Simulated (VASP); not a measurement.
Here is a VASP 6.6.1 calculation.

File POSCAR:

```
N
1.0
    3.5792593765      0.0000000000      0.0000000000
   -1.7896296883      3.0997295467      0.0000000000
    0.0000000000      0.0000000000      7.9198847283
N
4
Direct
    0.3333333333      0.6666666667      0.3190568246
    0.3333333333      0.6666666667      0.1809431754
    0.6666666667      0.3333333333      0.8190568246
    0.6666666667      0.3333333333      0.6809431754
```

The input INCAR.step1:

```
SYSTEM = N
PREC = Accurate
ENCUT = 520
ISMEAR = 0
SIGMA = 0.01
LREAL = .False.
LASPH = .True.
NELM = 100
NBANDS = 18
GGA = PE
ALGO = Normal
EDIFF = 1E-4
LWAVE = .True.
LCHARG = .False.
```

INCAR.step2

```
SYSTEM = N
PREC = Accurate
ENCUT = 520
EDIFF = 1E-6
ISMEAR = 0
SIGMA = 0.01
LREAL = .False.
LASPH = .True.
NELM = 100
ALGO = Normal
ISIF = 2
LWAVE = .False.
LCHARG = .False.
METAGGA = R2SCAN
LMIXTAU = .True.
NBANDS = 18
ISTART = 1
```

File KPOINTS:

```
regular mesh
0
Gamma
  12 12 4
  0 0 0
```

Potentials or basis: VASP PAW PBE potentials, release 64 (N).

Command:

```sh
$ cat potpaw_PBE.64/N/POTCAR > POTCAR
$ cp INCAR.step1 INCAR
$ mpirun -np 1 vasp_std > vasp.out
$ cp INCAR.step2 INCAR
$ mpirun -np 1 vasp_std > vasp.out
```

Question: Estimate the pressure.

Answer: 2.9 GPa.

Question: Estimate the largest force.

Answer: 2.248 eV/Å.

Question: Predict the band gap on the k mesh.

Answer: 7.80 eV (least direct gap 7.83 eV).

Forces on the atoms (eV/Å):
```
N    0.000  0.000  2.248
N    0.000  0.000 -2.248
N    0.000  0.000  2.248
N    0.000  0.000 -2.248
```

Caveat: the cell differs from its parent crystal (uniaxial z strain +3.6%); the standard files for N, O and F lose accuracy on very short bonds; the PAW data sets were made with another functional, which shifts forces and pressure a little. A k mesh can miss the band edges.
